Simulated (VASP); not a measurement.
# KCl (Pm-3m) in VASP: single point with r2SCAN0

Aim: the single point of KCl with r2SCAN0.

All numbers are computed with VASP 6.6.1; they aren't measurements. Logs are shortened: lines on timing, memory, paths and dates and some standing lists are left out, and cuts for length are marked.

**1. The cell of the first run**

The structure is cubic, space group Pm-3m (No. 221). The conventional cell has a = 3.771 Å, b = 3.771 Å, c = 3.771 Å, α = 90.00°, β = 90.00°, γ = 90.00°. Within 4.3 Å of K (site symmetry m-3m) lie 8 Cl at 3.27 Å and 6 K at 3.77 Å. Within 4.3 Å of Cl (site symmetry m-3m) lie 8 K at 3.27 Å and 6 Cl at 3.77 Å.

**2. Single point, r2SCAN0**

The input, POSCAR:

```
KCl
1.0
    3.7708086025      0.0000000000      0.0000000000
    0.0000000000      3.7708086025      0.0000000000
    0.0000000000      0.0000000000      3.7708086025
K Cl
1 1
Direct
    0.0000000000      0.0000000000      0.0000000000
    0.5000000000      0.5000000000      0.5000000000
```

The input, INCAR.step1:

```
PREC = Accurate
ENCUT = 520
EDIFF = 1E-5
ISMEAR = 0
SIGMA = 0.01
LREAL = False
LASPH = True
NELM = 60
ALGO = Normal
ISIF = 2
LWAVE = True
LCHARG = False
NBANDS = 15
GGA = PE
```

The input, INCAR.step2:

```
PREC = Accurate
ENCUT = 520
EDIFF = 1E-7
ISMEAR = 0
SIGMA = 0.01
LREAL = False
LASPH = True
NELM = 60
ALGO = Normal
ISIF = 2
LWAVE = False
LCHARG = False
METAGGA = R2SCAN
LHFCALC = True
AEXX = 0.25
LMIXTAU = True
PRECFOCK = Normal
NBANDS = 15
ISTART = 1
```

The input, KPOINTS:

```
Automatic mesh
0
Gamma
  6 6 6
```

Potentials or basis: VASP PAW PBE potentials, release 64 (K_sv, Cl).

Launch:

```bash
cat potpaw_PBE.64/K_sv/POTCAR potpaw_PBE.64/Cl/POTCAR > POTCAR
cp INCAR.step1 INCAR
mpirun -np 1 vasp_std > vasp.out
cp INCAR.step2 INCAR
mpirun -np 1 vasp_std > vasp.out
```

OUTCAR:

```text
PREC = Accurate
   ENCUT = 520
   EDIFF = 1E-7
   ISMEAR = 0
   LREAL = False
   LASPH = True
   NELM = 60
   ISIF = 2
   METAGGA = R2SCAN
   LHFCALC = True
   AEXX = 0.25
   PRECFOCK = Normal
   ISTART = 1

 ion  position               nearest neighbor table
   1  0.000  0.000  0.000-
   2  0.500  0.500  0.500-

  LATTYP: Found a simple cubic cell.
 ALAT       =     3.7708086025

  Lattice vectors:

 A1 = (   3.7708086025,   0.0000000000,   0.0000000000)
 A2 = (   0.0000000000,   3.7708086025,   0.0000000000)
 A3 = (   0.0000000000,   0.0000000000,   3.7708086025)

Analysis of symmetry for initial positions (statically):
=====================================================================
 Subroutine PRICEL returns:
 Original cell was already a primitive cell.

 Routine SETGRP: Setting up the symmetry group for a
 simple cubic supercell.

 Subroutine GETGRP returns: Found 48 space group operations
 (whereof 48 operations were pure point group operations)
 out of a pool of 48 trial point group operations.

The static configuration has the point symmetry O_h .

Analysis of symmetry for dynamics (positions and initial velocities):
=====================================================================
 Subroutine PRICEL returns:
 Original cell was already a primitive cell.

 Routine SETGRP: Setting up the symmetry group for a
 simple cubic supercell.

 Subroutine GETGRP returns: Found 48 space group operations
 (whereof 48 operations were pure point group operations)
 out of a pool of 48 trial point group operations.

The dynamic configuration has the point symmetry O_h .

 Subroutine INISYM returns: Found 48 space group operations
 (whereof 48 operations are pure point group operations),
 and found     1 'primitive' translations

----------------------------------------------------------------------------------------

                                     Primitive cell

  volume of cell :      53.6171

  direct lattice vectors                    reciprocal lattice vectors
     3.770808602  0.000000000  0.000000000     0.265195109  0.000000000  0.000000000
     0.000000000  3.770808602  0.000000000     0.000000000  0.265195109  0.000000000
     0.000000000  0.000000000  3.770808602     0.000000000  0.000000000  0.265195109
[... 93 lines left out ...]
   EFERMI =   0.00;   METHOD = LEGACY
   ISMEAR =     0;   SIGMA  =   0.01  broadening in eV -4-tet -1-fermi 0-gaus
   EFERMI_NEDOS =   21; number of points for ismear=-14 and -15
   IALGO  =     38    algorithm
   IMIX   =      1    mixing-type and parameters
     AMIX     =   0.40;   BMIX     =  1.00
     AMIX_MAG =   1.60;   BMIX_MAG =  1.00
  volume/ion in A,a.u.               =      26.81       180.91
  Fermi-wavevector in a.u.,A,eV,Ry     =   1.093991  2.067343 16.283668  1.196816
  Thomas-Fermi vector in A             =   2.230287
   LORBIT       =      0    0 simple, 1 ext, 2 COOP (PROOUT), +10 PAW based schemes
   METAGGA = R2SCAN    functional components
   LHFCALC =     T    Hartree Fock is set to
   PRECFOCK=normal    Normal, Fast or Accurate (Low or Medium for compatibility)
   ENCUT4O =  -1.0   cutoff for four orbital integrals eV
   NKREDX  =     1    reduce k-point grid by
   NKREDY  =     1    reduce k-point grid by
   NKREDZ  =     1    reduce k-point grid by
   AEXX    =    0.2500 exact exchange contribution
   HFSCREEN=    0.0000 screening length (either q_TF or 0.3 A-1)
   HFSCREENC=   0.0000 screening length for correlation (either q_TF or 0.3 A-1)
   ENCUTFOCK=  -1.0 apply spherical cutoff to Coloumb kernel
   IVDW    =     0    specifies the selected vdW correction
   LEPSILON=     F    determine dielectric tensor
   LRPA    =     F    only Hartree local field effects (RPA)
 non-spin polarized calculation
 Gauss-broadening in eV      SIGMA  =   0.01
  energy-cutoff  :      520.00
  volume of cell :       53.62
 maximum number of plane-waves:      1472
  NGX = 24; NGY = 24; NGZ = 24

 number of electron      16.0000004 magnetization

 Free energy of the ion-electron system (eV)
  ---------------------------------------------------
  ext. energy  EPLUGINS =         0.00000000
  ---------------------------------------------------
  free energy    TOTEN  =       -15.51014868 eV

  energy without entropy =      -15.51014868  energy(sigma->0) =      -15.51014868

 E-fermi :  -2.0803     XC(G=0):  -6.8494

 val. band max:       -2.1651379072   @ k =   0.5000   0.5000   0.0000
 cond. band min:       5.3724145760   @ k =   0.0000   0.0000   0.0000
 fundamental gap:      7.5375524832
 Fermi energy:        -2.0802577368

 k-point     1 :       0.0000    0.0000    0.0000
  band No.  band energies     occupation
      1     -33.0025      2.00000
      2     -16.4187      2.00000
      3     -14.5116      2.00000
      4     -14.5116      2.00000
      5     -14.5116      2.00000
      6      -2.4007      2.00000
      7      -2.4007      2.00000
      8      -2.4007      2.00000
      9       5.3724      0.00000
     10       6.8642      0.00000
     11       6.8642      0.00000
     12      11.7862      0.00000
     13      11.7862      0.00000
     14      11.7862      0.00000
[... 329 lines left out ...]
      2     -15.9032      2.00000
      3     -14.7112      2.00000
      4     -14.7112      2.00000
      5     -14.7112      2.00000
      6      -3.7367      2.00000
      7      -3.7367      2.00000
      8      -3.7367      2.00000
      9       9.3550      0.00000
     10       9.3550      0.00000
     11       9.3550      0.00000
     12      11.0585      0.00000
     13      11.0585      0.00000
     14      11.0585      0.00000
     15      13.7277      0.00000

------------------------ aborting loop because EDIFF is reached ----------------------------------------

  FORCE on cell =-STRESS in cart. coord.  units (eV):
  Direction    XX          YY          ZZ          XY          YZ          ZX
  --------------------------------------------------------------------------------------
  -------------------------------------------------------------------------------------
  Total       -0.0626865     -0.0626865     -0.0626865     -0.0000000     -0.0000000      0.0000000
  in kB       -1.8731860     -1.8731860     -1.8731860     -0.0000000     -0.0000000      0.0000000
  external PRESSURE =      -1.8731860 kB  Pullay stress =       0.0000000 kB

 VOLUME and BASIS-vectors are now :
 -----------------------------------------------------------------------------
  energy-cutoff  :      520.00
  volume of cell :       53.62
      direct lattice vectors                 reciprocal lattice vectors
     3.770808602  0.000000000  0.000000000     0.265195109  0.000000000  0.000000000
     0.000000000  3.770808602  0.000000000     0.000000000  0.265195109  0.000000000
     0.000000000  0.000000000  3.770808602     0.000000000  0.000000000  0.265195109

 POSITION                                       TOTAL-FORCE (eV/Angst)
 -----------------------------------------------------------------------------------
      0.00000      0.00000      0.00000         0.000000      0.000000      0.000000
      1.88540      1.88540      1.88540         0.000000      0.000000      0.000000
 -----------------------------------------------------------------------------------
    total drift:                                0.000000      0.000000      0.000000

  FREE ENERGIE OF THE ION-ELECTRON SYSTEM (eV)
  ---------------------------------------------------
  free  energy   TOTEN  =       -15.5101486751 eV

  energy  without entropy=      -15.5101486751  energy(sigma->0) =      -15.51014868
```

OUTCAR.step1:

```text
PREC = Accurate
   ENCUT = 520
   EDIFF = 1E-5
   ISMEAR = 0
   LREAL = False
[... 575 lines left out ...]
      0.00000      0.00000      0.00000         0.000000      0.000000      0.000000
      1.88540      1.88540      1.88540         0.000000      0.000000      0.000000
 -----------------------------------------------------------------------------------
    total drift:                               -0.000000      0.000000      0.000000

  FREE ENERGIE OF THE ION-ELECTRON SYSTEM (eV)
  ---------------------------------------------------
  free  energy   TOTEN  =        -6.6450224598 eV

  energy  without entropy=       -6.6450224598  energy(sigma->0) =       -6.64502246
```

OSZICAR.step1:

```text
N       E                     dE             d eps       ncg     rms          rms(c)
DAV:   1     0.105696973959E+03    0.10570E+03   -0.73928E+03   600   0.981E+02
DAV:   2    -0.128179168243E+01   -0.10698E+03   -0.99540E+02   798   0.247E+02
DAV:   3    -0.678375833556E+01   -0.55020E+01   -0.54723E+01   824   0.503E+01
DAV:   4    -0.694539742248E+01   -0.16164E+00   -0.16162E+00   909   0.813E+00
DAV:   5    -0.694673044926E+01   -0.13330E-02   -0.13330E-02   845   0.803E-01    0.310E+00
DAV:   6    -0.667555619437E+01    0.27117E+00   -0.29169E-01   719   0.322E+00    0.259E+00
DAV:   7    -0.664274793287E+01    0.32808E-01   -0.88334E-02   761   0.197E+00    0.154E+00
DAV:   8    -0.664475398080E+01   -0.20060E-02   -0.16431E-02   877   0.994E-01    0.203E-01
DAV:   9    -0.664478306495E+01   -0.29084E-04   -0.70939E-04   810   0.187E-01    0.104E-01
DAV:  10    -0.664502645423E+01   -0.24339E-03   -0.32963E-04   684   0.145E-01    0.267E-02
DAV:  11    -0.664502245979E+01    0.39944E-05   -0.12491E-05   689   0.272E-02
   1 F= -.66450225E+01 E0= -.66450225E+01  d E =-.248383E-17
```

Wall time 63 min (1 thread of Intel Xeon Platinum 8375C at 2.90GHz (Ice Lake), shared host); peak memory 0.19 GiB.

Results:

```yaml
Free_energy: -15.5101 eV
Pressure: -0.2 GPa
Band_gap_on_the_k_mesh: 7.54 eV (least direct gap 7.77 eV)
```

Caveat: the PAW data sets were made with another functional, which shifts forces and pressure a little. A k mesh can miss the band edges.
